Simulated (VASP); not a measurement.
# CaO (P6_3/mmc) in VASP: further runs

Aim: see how the results for CaO move with the level of theory and the settings. Levels: PBE, r2SCAN. Tasks: single point.

Everything below comes from runs of VASP 6.6.1. Logs are shortened: lines on timing, memory, paths and dates and some standing lists are left out, and cuts for length are marked.

## 1. The cell of the first run

The structure is hexagonal, space group P6_3/mmc (No. 194). Conventional cell: a = 3.981 Å, b = 3.981 Å, c = 4.770 Å, α = 90.00°, β = 90.00°, γ = 120.00°. Within 3.0 Å of Ca (site symmetry -6m2) lie 5 O at 2.30 to 2.39 Å. Within 3.0 Å of O (site symmetry -6m2) lie 5 Ca at 2.30 to 2.39 Å.

## 2. Single point, PBE

The input, INCAR:

```
SYSTEM = CaO
ALGO = Normal ; EDIFF = 1E-6
ENCUT = 520 ; GGA = PE
ISIF = 2 ; ISMEAR = 0
LASPH = .TRUE. ; LCHARG = .FALSE.
LREAL = .FALSE. ; LWAVE = .FALSE.
NBANDS = 24 ; NELM = 60
PREC = Accurate ; SIGMA = 0.01
```

The input, KPOINTS:

```
k-points
0
G
  12 12 6
  0 0 0
```

The input, POSCAR:

```
CaO
1.0
    3.9808380002      0.0000000000      0.0000000000
   -1.9904190001      3.4475068365      0.0000000000
    0.0000000000      0.0000000000      4.7704440691
Ca O
2 2
Direct
    0.3333333333      0.6666666667     -0.0625000000
    0.6666666667      0.3333333333      0.4375000000
    0.3333333333      0.6666666667      0.4375000000
    0.6666666667      0.3333333333      0.9375000000
```

Potentials or basis: VASP PAW PBE potentials, release 64 (Ca_sv, O).

Run with:

```console
$ cat potpaw_PBE.64/Ca_sv/POTCAR potpaw_PBE.64/O/POTCAR > POTCAR
$ mpirun -np 1 vasp_std > vasp.out
```

OUTCAR:

```text
SYSTEM = CaO
   EDIFF = 1E-6
   ENCUT = 520
   GGA = PE
   ISIF = 2
   ISMEAR = 0
   LASPH = .TRUE.
   LREAL = .FALSE.
   NELM = 60
   PREC = Accurate

 ion  position               nearest neighbor table
   1  0.333  0.667  0.938-   4 2.30   4 2.30   4 2.30   3 2.39   3 2.39
   2  0.667  0.333  0.438-   3 2.30   3 2.30   3 2.30   4 2.39   4 2.39
   3  0.333  0.667  0.438-   2 2.30   2 2.30   2 2.30   1 2.39   1 2.39
   4  0.667  0.333  0.938-   1 2.30   1 2.30   1 2.30   2 2.39   2 2.39

  LATTYP: Found a hexagonal cell.
 ALAT       =     3.9808380002
 C/A-ratio  =     1.1983517211

  Lattice vectors:

 A1 = (   3.9808380002,   0.0000000000,   0.0000000000)
 A2 = (  -1.9904190001,   3.4475068365,   0.0000000000)
 A3 = (   0.0000000000,   0.0000000000,   4.7704440691)

Analysis of symmetry for initial positions (statically):
=====================================================================
 Subroutine PRICEL returns:
 Original cell was already a primitive cell.

 Routine SETGRP: Setting up the symmetry group for a
 hexagonal supercell.

 Subroutine GETGRP returns: Found 24 space group operations
 (whereof  6 operations were pure point group operations)
 out of a pool of 24 trial point group operations.

The static configuration has the point symmetry C_3v.
 The point group associated with its full space group is D_6h.

Analysis of symmetry for dynamics (positions and initial velocities):
=====================================================================
 Subroutine PRICEL returns:
 Original cell was already a primitive cell.

 Routine SETGRP: Setting up the symmetry group for a
 hexagonal supercell.

 Subroutine GETGRP returns: Found 24 space group operations
 (whereof  6 operations were pure point group operations)
 out of a pool of 24 trial point group operations.

The dynamic configuration has the point symmetry C_3v.
 The point group associated with its full space group is D_6h.

 Subroutine INISYM returns: Found 24 space group operations
 (whereof  6 operations are pure point group operations),
 and found     1 'primitive' translations

----------------------------------------------------------------------------------------

                                     Primitive cell

  volume of cell :      65.4694

  direct lattice vectors                    reciprocal lattice vectors
     3.980838000  0.000000000  0.000000000     0.251203390  0.145032345  0.000000000
[... 90 lines left out ...]
   EDIFF  = 0.1E-05   stopping-criterion for ELM
   LREAL  =      F    real-space projection
   EDIFFG = 0.1E-04   stopping-criterion for IOM
   NSW    =      0    number of steps for IOM
   IBRION =     -1    ionic relax: 0-MD 1-quasi-New 2-CG
   NFREE  =      0    steps in history (QN), initial steepest desc. (CG)
   ISIF   =      2    stress and relaxation
   ISYM   =      2    0-nonsym 1-usesym 2-fastsym
   POTIM  = 0.5000    time-step for ionic-motion
   TEBEG  =    0.0;   TEEND  =   0.0 temperature during run
   PSTRESS=    0.0 pullay stress
   NELECT =      32.0000    total number of electrons
   NUPDOWN=      -1.0000    fix difference up-down
   EMIN   =  10.00;   EMAX   =-10.00  energy-range for DOS
   EFERMI =   0.00;   METHOD = LEGACY
   ISMEAR =     0;   SIGMA  =   0.01  broadening in eV -4-tet -1-fermi 0-gaus
   EFERMI_NEDOS =   21; number of points for ismear=-14 and -15
   IALGO  =     38    algorithm
   IMIX   =      4    mixing-type and parameters
     AMIX     =   0.40;   BMIX     =  1.00
     AMIX_MAG =   1.60;   BMIX_MAG =  1.00
  volume/ion in A,a.u.               =      16.37       110.45
  Fermi-wavevector in a.u.,A,eV,Ry     =   1.289571  2.436936 22.626407  1.662994
  Thomas-Fermi vector in A             =   2.421456
   LORBIT       =      0    0 simple, 1 ext, 2 COOP (PROOUT), +10 PAW based schemes
   GGA     = PE    functional components
   LHFCALC =     F    Hartree Fock is set to
   AEXX    =    0.0000 exact exchange contribution
   IVDW    =     0    specifies the selected vdW correction
   LEPSILON=     F    determine dielectric tensor
   LRPA    =     F    only Hartree local field effects (RPA)
 non-spin polarized calculation
 Gauss-broadening in eV      SIGMA  =   0.01
  energy-cutoff  :      520.00
  volume of cell :       65.47
 maximum number of plane-waves:      1811
 NGX is ok and might be reduce to    30
   NGX = 15   NGY = 15   NGZ = 17

 number of electron      32.0000011 magnetization

 Free energy of the ion-electron system (eV)
  ---------------------------------------------------
  ext. energy  EPLUGINS =         0.00000000
  ---------------------------------------------------
  free energy    TOTEN  =       -25.33815098 eV

  energy without entropy =      -25.33815098  energy(sigma->0) =      -25.33815098

 E-fermi :   1.4336     XC(G=0):  -9.4333

 val. band max:        1.3882162081   @ k =   0.0000   0.0000   0.0000
 cond. band min:       4.5787515944   @ k =   0.0000   0.0000   0.0000
 fundamental gap:      3.1905353863
 Fermi energy:         1.4336006213

 k-point     1 :       0.0000    0.0000    0.0000
  band No.  band energies     occupation
      1     -36.2314      2.00000
      2     -36.0957      2.00000
      3     -17.5799      2.00000
      4     -17.3314      2.00000
      5     -17.3314      2.00000
      6     -17.1299      2.00000
[... 637 lines left out ...]
     23       9.8505      0.00000
     24      10.1071      0.00000

 [... further k-points ...]

------------------------ aborting loop because EDIFF is reached ----------------------------------------

  FORCE on cell =-STRESS in cart. coord.  units (eV):
  Direction    XX          YY          ZZ          XY          YZ          ZX
  --------------------------------------------------------------------------------------
  -------------------------------------------------------------------------------------
  Total        0.8647574      0.8647574      1.0697982      0.0000000      0.0000000      0.0000000
  in kB       21.1624730     21.1624730     26.1802633      0.0000000      0.0000000      0.0000000
  external PRESSURE =      22.8350698 kB  Pullay stress =       0.0000000 kB

 VOLUME and BASIS-vectors are now :
 -----------------------------------------------------------------------------
  energy-cutoff  :      520.00
  volume of cell :       65.47
      direct lattice vectors                 reciprocal lattice vectors
     3.980838000  0.000000000  0.000000000     0.251203390  0.145032345  0.000000000
    -1.990419000  3.447506837  0.000000000     0.000000000  0.290064689  0.000000000
     0.000000000  0.000000000  4.770444069     0.000000000  0.000000000  0.209624091

 POSITION                                       TOTAL-FORCE (eV/Angst)
 -----------------------------------------------------------------------------------
     -0.00000      2.29834      4.47229         0.000000      0.000000      0.000000
      1.99042      1.14917      2.08707        -0.000000      0.000000     -0.000000
     -0.00000      2.29834      2.08707        -0.000000      0.000000     -0.000000
      1.99042      1.14917      4.47229         0.000000     -0.000000     -0.000000
 -----------------------------------------------------------------------------------
    total drift:                               -0.000000      0.000000      0.000000

  FREE ENERGIE OF THE ION-ELECTRON SYSTEM (eV)
  ---------------------------------------------------
  free  energy   TOTEN  =       -25.3381509795 eV

  energy  without entropy=      -25.3381509795  energy(sigma->0) =      -25.33815098
```

OSZICAR:

```text
N       E                     dE             d eps       ncg     rms          rms(c)
DAV:   1     0.323090474347E+03    0.32309E+03   -0.16509E+04  3648   0.133E+03
DAV:   2    -0.322499625282E+01   -0.32632E+03   -0.30894E+03  4208   0.388E+02
DAV:   3    -0.292128334282E+02   -0.25988E+02   -0.25812E+02  5968   0.105E+02
DAV:   4    -0.301095417862E+02   -0.89671E+00   -0.89531E+00  5064   0.173E+01
DAV:   5    -0.301338192680E+02   -0.24277E-01   -0.24276E-01  5312   0.206E+00    0.131E+01
DAV:   6    -0.254625287733E+02    0.46713E+01   -0.21943E+01  5216   0.301E+01    0.541E+00
DAV:   7    -0.253868060524E+02    0.75723E-01   -0.25298E+00  4784   0.104E+01    0.281E+00
DAV:   8    -0.253448596554E+02    0.41946E-01   -0.34962E-01  5064   0.458E+00    0.915E-01
DAV:   9    -0.253343153566E+02    0.10544E-01   -0.95038E-02  4640   0.188E+00    0.225E-01
DAV:  10    -0.253383456618E+02   -0.40303E-02   -0.96744E-03  4160   0.665E-01    0.141E-01
DAV:  11    -0.253383189844E+02    0.26677E-04   -0.59886E-03  4640   0.418E-01    0.104E-01
DAV:  12    -0.253381473920E+02    0.17159E-03   -0.10191E-03  4264   0.230E-01    0.122E-02
DAV:  13    -0.253381502362E+02   -0.28442E-05   -0.48994E-05  4944   0.497E-02    0.580E-03
DAV:  14    -0.253381509795E+02   -0.74328E-06   -0.38390E-06  4000   0.119E-02
   1 F= -.25338151E+02 E0= -.25338151E+02  d E =-.740547E-14
```

stdout:

```text
POSCAR found type information on POSCAR CaO
 POSCAR found :  2 types and       4 ions
 scaLAPACK will be used
 LDA part: xc-table for (Slater+PW92), standard interpolation
 POSCAR, INCAR and KPOINTS ok, starting setup
 FFT: planning ... GRIDC
 FFT: planning ... GRID_SOFT
 FFT: planning ... GRID
 WAVECAR not read
 entering main loop
```

Wall time 53 s (1 thread of Intel Xeon 6975P-C (Granite Rapids), shared host); peak memory 0.24 GiB.

What came out:

```
Free energy            : -25.3382 eV
Pressure               : 2.3 GPa
Band gap on the k mesh : 3.19 eV
```

Stress tensor (GPa, compression positive):
```
2.12 0.00 0.00
0.00 2.12 0.00
0.00 0.00 2.62
```

Levels at points of the mesh, in eV from the valence-band top:
```csv
k point,band 14,band 15,band 16,band 17,band 18,band 19
"(0.00, 0.00, 0.00)",-1.17,-1.09,0.00,3.19,6.15,6.15
"(0.50, 0.00, 0.00)",-0.84,-0.60,-0.39,4.69,5.26,5.27
"(0.00, 0.00, 0.50)",-1.31,-1.31,-1.31,5.00,5.00,7.80
"(0.50, 0.00, 0.50)",-1.07,-0.77,-0.77,5.37,5.37,7.35
```

Caveat: the structure was generated, so it needn't be the stable form of CaO.

## 3. Single point, r2SCAN

POSCAR is that of step 2.

The input, INCAR.step1:

```
ALGO = Normal ; EDIFF = 1E-4
ENCUT = 520 ; GGA = PE
ISMEAR = 0 ; LASPH = True
LCHARG = False ; LREAL = False
LWAVE = True ; NBANDS = 24
NELM = 100 ; PREC = Accurate
SIGMA = 0.01
```

The input, INCAR.step2:

```
ALGO = Normal ; EDIFF = 1E-6
ENCUT = 520 ; ISIF = 2
ISMEAR = 0 ; ISTART = 1
LASPH = True ; LCHARG = True
LELF = True ; LMIXTAU = True
LREAL = False ; LVHAR = True
LWAVE = False ; METAGGA = R2SCAN
NBANDS = 24 ; NELM = 100
PREC = Accurate ; SIGMA = 0.01
```

The input, KPOINTS:

```
k-points
0
Gamma
  12 12 6
```

Potentials or basis: VASP PAW PBE potentials, release 64 (Ca_sv, O).

Run with:

```console
$ cat potpaw_PBE.64/Ca_sv/POTCAR potpaw_PBE.64/O/POTCAR > POTCAR
$ cp INCAR.step1 INCAR
$ mpirun -np 1 vasp_std > vasp.out
$ cp INCAR.step2 INCAR
$ mpirun -np 1 vasp_std > vasp.out
```

OUTCAR:

```text
EDIFF = 1E-6
   ENCUT = 520
   ISIF = 2
   ISMEAR = 0
   ISTART = 1
   LASPH = True
   LREAL = False
   METAGGA = R2SCAN
   NELM = 100
   PREC = Accurate

 ion  position               nearest neighbor table
   1  0.333  0.667  0.938-   4 2.30   4 2.30   4 2.30   3 2.39   3 2.39
   2  0.667  0.333  0.438-   3 2.30   3 2.30   3 2.30   4 2.39   4 2.39
   3  0.333  0.667  0.438-   2 2.30   2 2.30   2 2.30   1 2.39   1 2.39
   4  0.667  0.333  0.938-   1 2.30   1 2.30   1 2.30   2 2.39   2 2.39

[... 850 lines left out ...]
  FORCE on cell =-STRESS in cart. coord.  units (eV):
  Direction    XX          YY          ZZ          XY          YZ          ZX
  --------------------------------------------------------------------------------------
  -------------------------------------------------------------------------------------
  Total        0.4111698      0.4111698      0.3717387      0.0000000     -0.0000000      0.0000000
  in kB       10.0622102     10.0622102      9.0972462      0.0000000     -0.0000000      0.0000000
  external PRESSURE =       9.7405555 kB  Pullay stress =       0.0000000 kB

 VOLUME and BASIS-vectors are now :
 -----------------------------------------------------------------------------
  energy-cutoff  :      520.00
  volume of cell :       65.47
      direct lattice vectors                 reciprocal lattice vectors
     3.980838000  0.000000000  0.000000000     0.251203390  0.145032345  0.000000000
    -1.990419000  3.447506837  0.000000000     0.000000000  0.290064689  0.000000000
     0.000000000  0.000000000  4.770444069     0.000000000  0.000000000  0.209624091

 POSITION                                       TOTAL-FORCE (eV/Angst)
 -----------------------------------------------------------------------------------
     -0.00000      2.29834      4.47229         0.000000     -0.000000     -0.000000
      1.99042      1.14917      2.08707        -0.000000      0.000000     -0.000000
     -0.00000      2.29834      2.08707        -0.000000      0.000000      0.000000
      1.99042      1.14917      4.47229         0.000000      0.000000     -0.000000
 -----------------------------------------------------------------------------------
    total drift:                               -0.000000      0.000000      0.000000

  FREE ENERGIE OF THE ION-ELECTRON SYSTEM (eV)
  ---------------------------------------------------
  free  energy   TOTEN  =       -38.4865758502 eV

  energy  without entropy=      -38.4865758502  energy(sigma->0) =      -38.48657585
```

OUTCAR.step1:

```text
EDIFF = 1E-4
   ENCUT = 520
   GGA = PE
   ISMEAR = 0
[... 880 lines left out ...]
     -0.00000      2.29834      4.47229        -0.000000      0.000000      0.000000
      1.99042      1.14917      2.08707         0.000000     -0.000000     -0.000000
     -0.00000      2.29834      2.08707         0.000000     -0.000000     -0.000000
      1.99042      1.14917      4.47229        -0.000000      0.000000      0.000000
 -----------------------------------------------------------------------------------
    total drift:                               -0.000000      0.000000      0.000000

  FREE ENERGIE OF THE ION-ELECTRON SYSTEM (eV)
  ---------------------------------------------------
  free  energy   TOTEN  =       -25.3381492741 eV

  energy  without entropy=      -25.3381492741  energy(sigma->0) =      -25.33814927
```

It took 4 min on 1 thread of Intel Xeon 6975P-C (Granite Rapids), shared host; peak memory 0.24 GiB.

Results:

| Item | Value |
| --- | --- |
| Free energy | -38.4866 eV |
| Pressure | 1.0 GPa |
| Band gap on the k mesh | 3.61 eV |

Levels at points of the mesh, in eV from the valence-band top:
```
           k point  band 14  band 15  band 16  band 17  band 18  band 19
(0.00, 0.00, 0.00)    -1.17    -1.08     0.00     3.61     6.82     6.82
(0.50, 0.00, 0.00)    -0.83    -0.58    -0.38     5.13     5.80     5.88
(0.00, 0.00, 0.50)    -1.30    -1.30    -1.30     5.44     5.44     8.50
(0.50, 0.00, 0.50)    -1.07    -0.75    -0.75     5.83     5.83     8.02
```

Caveat: the structure was generated, so it needn't be the stable form of CaO; the PAW data sets were made with another functional, which shifts forces and pressure a little.
